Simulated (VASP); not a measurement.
# Ga4SbAs3 (P1) in VASP: relaxation of cell and atoms with PBE

Aim: the relaxation of cell and atoms of Ga4SbAs3 with PBE.

All numbers are computed with VASP 6.6.1; they aren't measurements. Logs are shortened: lines on timing, memory, paths and dates and some standing lists are left out, and cuts for length are marked.

## 1. The cell of the first run

The typed cell holds 8 atoms: a = 5.865 Å, b = 5.763 Å, c = 5.827 Å, α = 88.83°, β = 90.53°, γ = 87.69°.

## 2. Relaxation of cell and atoms, PBE

The input, INCAR:

```
ALGO = Normal
EDIFF = 1E-6
EDIFFG = -0.025
ENCUT = 600
GGA = PE
IBRION = 2
ISIF = 3
ISMEAR = 0
LASPH = True
LCHARG = False
LREAL = False
LWAVE = False
NELM = 80
NSW = 80
PREC = Accurate
SIGMA = 0.2
```

The input, KPOINTS:

```
k-points
0
Gamma
  4 4 4
```

The input, POSCAR:

```
Ga4SbAs3
1.0
    5.8638646157      0.1173019691     -0.0276421700
    0.1173019691      5.7619450970      0.0592118808
   -0.0276421700      0.0592118808      5.8269411570
Ga Sb As
4 1 3
Direct
    0.2527242014      0.7398749647      0.7614833954
    0.2570990399      0.2571482668      0.1890718658
    0.7360243229      0.7739643700      0.2660167997
    0.7725852866      0.2325711634      0.7232369807
    0.4913505793      0.5116777947      0.5105001736
   -0.0101395076      0.4858619714      0.0115720452
   -0.0288583465      0.0058121865      0.4885242089
    0.5292144241     -0.0069107177      0.0495945308
```

Potentials or basis: VASP PAW PBE potentials, release 64 (Ga_d, Sb, As).

Launch:

```
> cat potpaw_PBE.64/Ga_d/POTCAR potpaw_PBE.64/Sb/POTCAR potpaw_PBE.64/As/POTCAR > POTCAR
> mpirun -np 1 vasp_std > vasp.out
```

OUTCAR:

```text
EDIFF = 1E-6
   EDIFFG = -0.025
   ENCUT = 600
   GGA = PE
   IBRION = 2
   ISIF = 3
   ISMEAR = 0
   LASPH = True
   LREAL = False
   NELM = 80
   NSW = 80
   PREC = Accurate

 ion  position               nearest neighbor table
   1  0.253  0.740  0.761-   5 2.41   6 2.60   7 2.69   8 2.80
   2  0.257  0.257  0.189-   6 2.24   8 2.32   5 2.79   7 2.85
   3  0.736  0.774  0.266-   8 2.11   7 2.36   5 2.55   6 2.67
   4  0.773  0.233  0.723-   7 2.22   5 2.55   6 2.61   8 2.77
   5  0.491  0.512  0.511-   1 2.41   3 2.55   4 2.55   2 2.79
   6  0.990  0.486  0.012-   2 2.24   1 2.60   4 2.61   3 2.67
   7  0.971  0.006  0.489-   4 2.22   3 2.36   1 2.69   2 2.85
   8  0.529  0.993  0.050-   3 2.11   2 2.32   4 2.77   1 2.80

  LATTYP: Found a triclinic cell.
 ALAT       =     5.8651029039
 B/A-ratio  =     1.3734779449
 C/A-ratio  =     1.7473703770
 COS(alpha) =     0.0022164376
 COS(beta)  =     0.5896883715
 COS(gamma) =     0.6992493799

  Lattice vectors:

 A1 = (  -5.8638646157,  -0.1173019691,   0.0276421700)
 A2 = (  -5.7465626466,   5.6446431279,   0.0868540508)
 A3 = (  -5.9535244148,  -5.9384589469,  -5.8585108678)

Analysis of symmetry for initial positions (statically):
=====================================================================
 Subroutine PRICEL returns:
 Original cell was already a primitive cell.

 Routine SETGRP: Setting up the symmetry group for a
 triclinic supercell.

 Subroutine GETGRP returns: Found  1 space group operations
 (whereof  1 operations were pure point group operations)
 out of a pool of  2 trial point group operations.

The static configuration has the point symmetry C_1 .

Analysis of symmetry for dynamics (positions and initial velocities):
=====================================================================
 Subroutine PRICEL returns:
 Original cell was already a primitive cell.

 Routine SETGRP: Setting up the symmetry group for a
 triclinic supercell.

 Subroutine GETGRP returns: Found  1 space group operations
 (whereof  1 operations were pure point group operations)
 out of a pool of  2 trial point group operations.

The dynamic configuration has the point symmetry C_1 .

 Subroutine INISYM returns: Found  1 space group operations
 (whereof  1 operations are pure point group operations),
 and found     1 'primitive' translations

----------------------------------------------------------------------------------------

                                     Primitive cell

  volume of cell :     196.7709

  direct lattice vectors                    reciprocal lattice vectors
     5.863864616  0.117301969 -0.027642170     0.170609633 -0.003481960  0.000844730
     0.117301969  5.761945097  0.059211881    -0.003481960  0.173641692 -0.001781020
    -0.027642170  0.059211881  5.826941157     0.000844730 -0.001781020  0.171638735

  length of vectors
     5.865102904  5.763443164  5.827307559     0.170647252  0.173685732  0.171650054

  position of ions in fractional coordinates (direct lattice)
     0.252724201  0.739874965  0.761483395
     0.257099040  0.257148267  0.189071866
     0.736024323  0.773964370  0.266016800
     0.772585287  0.232571163  0.723236981
     0.491350579  0.511677795  0.510500174
     0.989860492  0.485861971  0.011572045
     0.971141653  0.005812187  0.488524209
     0.529214424  0.993089282  0.049594531

  ion indices of the primitive-cell ions
   primitive index   ion index
                 1           1
                 2           2
                 3           3
                 4           4
                 5           5
                 6           6
                 7           7
                 8           8

----------------------------------------------------------------------------------------

 KPOINTS: k-points

Automatic generation of k-mesh.
 Grid dimensions read from file:
 generate k-points for:    4    4    4

 Generating k-lattice:

  Cartesian coordinates                     Fractional coordinates (reciprocal lattice)
     0.042652408 -0.000870490  0.000211183     0.250000000  0.000000000  0.000000000
    -0.000870490  0.043410423 -0.000445255    -0.000000000  0.250000000 -0.000000000
     0.000211183 -0.000445255  0.042909684    -0.000000000  0.000000000  0.250000000

  Length of vectors
     0.042661813  0.043421433  0.042912513

  Shift w.r.t. Gamma in fractional coordinates (k-lattice)
     0.000000000  0.000000000  0.000000000

 Subroutine IBZKPT returns following result:
 ===========================================

 Found     36 irreducible k-points:

 Following reciprocal coordinates:
            Coordinates               Weight
  0.000000  0.000000  0.000000      1.000000
  0.250000 -0.000000 -0.000000      2.000000
  0.500000 -0.000000 -0.000000      1.000000
 -0.000000  0.250000  0.000000      2.000000
  0.250000  0.250000 -0.000000      2.000000
  0.500000  0.250000 -0.000000      2.000000
[... 16 lines left out ...]
  0.000000 -0.250000  0.250000      2.000000
  0.250000 -0.250000  0.250000      2.000000
 [... further k-points ...]
   k-points           NKPTS =     36   k-points in BZ     NKDIM =     36   number of bands    NBANDS=     43
   number of dos      NEDOS =    301   number of ions     NIONS =      8
   total plane-waves  NPLWV = 110592
   dimension x,y,z NGX =    48 NGY =   48 NGZ =   48
   dimension x,y,z NGXF=    96 NGYF=   96 NGZF=   96
   ions per type =               4   1   3
   NGX,Y,Z   is equivalent  to a cutoff of  13.61, 13.85, 13.69 a.u.
   NGXF,Y,Z  is equivalent  to a cutoff of  27.21, 27.69, 27.39 a.u.
 SYSTEM =  unknown system
   PREC   = accura    normal or accurate (medium, high low for compatibility)
   ISTART =      0    job   : 0-new  1-cont  2-samecut
   ICHARG =      2    charge: 1-file 2-atom 10-const
   ISPIN  =      1    spin polarized calculation?
   LNONCOLLINEAR =      F non collinear calculations
   LSORBIT =      F    spin-orbit coupling
   LASPH  =      T    aspherical Exc in radial PAW
   ENCUT  =  600.0 eV  44.10 Ry    6.64 a.u.  11.71 11.51 11.64*2*pi/ulx,y,z
   NELM   =     80;   NELMIN=  2; NELMDL= -5     # of ELM steps
   EDIFF  = 0.1E-05   stopping-criterion for ELM
   LREAL  =      F    real-space projection
   EDIFFG = -.3E-01   stopping-criterion for IOM
   NSW    =     80    number of steps for IOM
   IBRION =      2    ionic relax: 0-MD 1-quasi-New 2-CG
   NFREE  =      1    steps in history (QN), initial steepest desc. (CG)
   ISIF   =      3    stress and relaxation
   ISYM   =      2    0-nonsym 1-usesym 2-fastsym
   POTIM  = 0.5000    time-step for ionic-motion
   TEBEG  =    0.0;   TEEND  =   0.0 temperature during run
   PSTRESS=    0.0 pullay stress
   NELECT =      72.0000    total number of electrons
   NUPDOWN=      -1.0000    fix difference up-down
   EMIN   =  10.00;   EMAX   =-10.00  energy-range for DOS
   EFERMI =   0.00;   METHOD = LEGACY
   ISMEAR =     0;   SIGMA  =   0.20  broadening in eV -4-tet -1-fermi 0-gaus
   EFERMI_NEDOS =   21; number of points for ismear=-14 and -15
   IALGO  =     38    algorithm
   IMIX   =      4    mixing-type and parameters
     AMIX     =   0.40;   BMIX     =  1.00
     AMIX_MAG =   1.60;   BMIX_MAG =  1.00
  volume/ion in A,a.u.               =      24.60       165.98
  Fermi-wavevector in a.u.,A,eV,Ry     =   1.170933  2.212743 18.654732  1.371084
  Thomas-Fermi vector in A             =   2.307384
   LORBIT       =      0    0 simple, 1 ext, 2 COOP (PROOUT), +10 PAW based schemes
   GGA     = PE    functional components
   LHFCALC =     F    Hartree Fock is set to
   AEXX    =    0.0000 exact exchange contribution
   IVDW    =     0    specifies the selected vdW correction
   LEPSILON=     F    determine dielectric tensor
   LRPA    =     F    only Hartree local field effects (RPA)
 conjugate gradient relaxation of ions
 non-spin polarized calculation
 Gauss-broadening in eV      SIGMA  =   0.20
  energy-cutoff  :      600.00
  volume of cell :      196.77
 maximum number of plane-waves:      6590
 NGX is ok and might be reduce to    48
   NGX = 23   NGY = 23   NGZ = 23

--------------------------------------- Ionic step        1  -------------------------------------------

 number of electron      72.0000001 magnetization

 Free energy of the ion-electron system (eV)
  ---------------------------------------------------
  ext. energy  EPLUGINS =         0.00000000
  ---------------------------------------------------
  free energy    TOTEN  =       -29.41084728 eV

  energy without entropy =      -29.40199160  energy(sigma->0) =      -29.40641944

------------------------ aborting loop because EDIFF is reached ----------------------------------------

  FORCE on cell =-STRESS in cart. coord.  units (eV):
  Direction    XX          YY          ZZ          XY          YZ          ZX
  --------------------------------------------------------------------------------------
  -------------------------------------------------------------------------------------
  Total        8.2446560      9.0323112      7.2090268     -9.3673879     -1.6434499      1.4320220
  in kB       67.1308704     73.5442344     58.6984152    -76.2725454    -13.3815437     11.6600239
  external PRESSURE =      66.4578400 kB  Pullay stress =       0.0000000 kB
[... 107 lines left out ...]
  FREE ENERGIE OF THE ION-ELECTRON SYSTEM (eV)
  ---------------------------------------------------
  free  energy   TOTEN  =       -31.3350111847 eV

  energy  without entropy=      -31.3264382244  energy(sigma->0) =      -31.33072470

[... ionic steps 4 to 17 ...]

--------------------------------------- Ionic step       18  -------------------------------------------

 number of electron      71.9999990 magnetization

------------------------ aborting loop because EDIFF is reached ----------------------------------------
[... 79 lines left out ...]
--------------------------------------- Ionic step       20  -------------------------------------------

 number of electron      71.9999987 magnetization

 Free energy of the ion-electron system (eV)
  ---------------------------------------------------
  ext. energy  EPLUGINS =         0.00000000
  ---------------------------------------------------
  free energy    TOTEN  =       -31.98216851 eV

  energy without entropy =      -31.97596223  energy(sigma->0) =      -31.97906537

 E-fermi :   3.8489     XC(G=0):  -9.2266

 val. band max:        3.7777782954   @ k =   0.0000   0.0000   0.0000
 cond. band min:       4.2064827588   @ k =   0.5000   0.5000   0.5000
 fundamental gap:      0.4287044634
 Fermi energy:         3.8489368650

 k-point     1 :       0.0000    0.0000    0.0000
  band No.  band energies     occupation
      1     -11.1354      2.00000
      2     -11.1350      2.00000
      3     -11.1226      2.00000
      4     -11.0566      2.00000
      5     -11.0565      2.00000
      6     -11.0564      2.00000
[... 1093 lines left out ...]
     42       7.9035      0.00000
     43       8.0097      0.00000

 [... further k-points ...]

------------------------ aborting loop because EDIFF is reached ----------------------------------------

  FORCE on cell =-STRESS in cart. coord.  units (eV):
  Direction    XX          YY          ZZ          XY          YZ          ZX
  --------------------------------------------------------------------------------------
  -------------------------------------------------------------------------------------
  Total        0.0062946     -0.0088281     -0.0419185     -0.0163208      0.0087090      0.0095472
  in kB        0.0497712     -0.0698032     -0.3314467     -0.1290479      0.0688616      0.0754894
  external PRESSURE =      -0.1171596 kB  Pullay stress =       0.0000000 kB
[... 23 lines left out ...]
  FREE ENERGIE OF THE ION-ELECTRON SYSTEM (eV)
  ---------------------------------------------------
  free  energy   TOTEN  =       -31.9821685092 eV

  energy  without entropy=      -31.9759622328  energy(sigma->0) =      -31.97906537

 reached required accuracy - stopping structural energy minimisation
```

Run time: 2 h. Hardware: 1 thread of AMD EPYC 7R13, shared host; peak memory 0.55 GiB.

Results:

```yaml
Free_energy: -31.9822 eV
Relaxed_volume: 25.33 Å³/atom
Relaxed_cell: a = 5.872 Å, b = 5.873 Å, c = 5.876 Å, α = 90.02°, β = 90.02°, γ = 89.98°
Space_group_after_relaxing_to_0.1_Å: P-43m (No. 215)
Energy_gained_by_relaxing: 321.4 meV/atom
Ionic_steps: 20
Pressure_after_relaxing: 0.0 GPa
Largest_force_after_relaxing: 0.019 eV/Å
Band_gap_on_the_k_mesh: zero (filled and empty bands touch)
```

Forces on the atoms (eV/Å):
```
Ga  -0.003  0.001 -0.008
Ga   0.012 -0.003  0.007
Ga   0.001  0.006  0.005
Ga  -0.001  0.005 -0.011
Sb   0.002 -0.003 -0.004
As   0.006  0.008 -0.004
As  -0.013 -0.014  0.002
As  -0.005  0.000  0.012
```

The path:
| step | energy change (eV) | largest force (eV/Å) | pressure (GPa) | volume (Å³) |
| --- | --- | --- | --- | --- |
| 1 | 0.0000 | 5.8699 | 6.65 | 196.77 |
| 2 | -1.6631 | 1.4536 | -3.74 | 226.58 |
| 3 | -1.9242 | 1.7176 | -2.13 | 215.65 |
| 4 | -2.3632 | 0.8032 | -1.16 | 207.93 |
| 5 | -2.4750 | 0.5074 | 0.19 | 201.80 |
| 6 | -2.4753 | 0.5032 | 0.09 | 202.11 |
| 7 | -2.5146 | 0.2863 | 0.08 | 201.94 |
| 8 | -2.5157 | 0.2795 | 0.09 | 201.90 |
| 9 | -2.5297 | 0.1683 | -0.03 | 202.34 |
| 10 | -2.5336 | 0.1555 | -0.11 | 202.68 |
| 11 | -2.5432 | 0.1444 | 0.04 | 202.22 |
| 12 | -2.5533 | 0.1521 | 0.31 | 201.43 |
| 13 | -2.5488 | 0.2496 | 0.83 | 199.85 |
| 14 | -2.5555 | 0.1587 | 0.50 | 200.85 |
| 15 | -2.5607 | 0.1379 | 0.31 | 201.53 |
| 16 | -2.5666 | 0.1143 | -0.16 | 203.27 |
| 17 | -2.5691 | 0.0757 | -0.10 | 203.04 |
| 18 | -2.5709 | 0.0326 | -0.02 | 202.72 |
| 19 | -2.5711 | 0.0334 | 0.02 | 202.59 |
| 20 | -2.5713 | 0.0191 | -0.01 | 202.63 |

Final structure:
```yaml
crystal:
  lattice:
    - [5.87161, -0.00080, -0.00008]
    - [0.00272, 5.87313, -0.00106]
    - [-0.00158, -0.00062, 5.87591]
  atoms:
    - { symbol: Ga, position: [0.24166, 0.75807, 0.75862] }
    - { symbol: Ga, position: [0.24173, 0.24215, 0.24112] }
    - { symbol: Ga, position: [0.75819, 0.75828, 0.24227] }
    - { symbol: Ga, position: [0.75824, 0.24136, 0.75816] }
    - { symbol: Sb, position: [0.49986, 0.49995, 0.50018] }
    - { symbol: As, position: [0.99942, 0.49997, 0.00000] }
    - { symbol: As, position: [0.00070, 0.00038, 0.49982] }
    - { symbol: As, position: [0.50020, 0.99985, 0.99983] }
```

Caveat: semilocal functionals underestimate gaps, and a narrow one can read as zero; spin-orbit coupling is left out, which moves the levels of the heavy elements.

The gap in the log of VASP goes by the Fermi energy; the results here count the filled bands.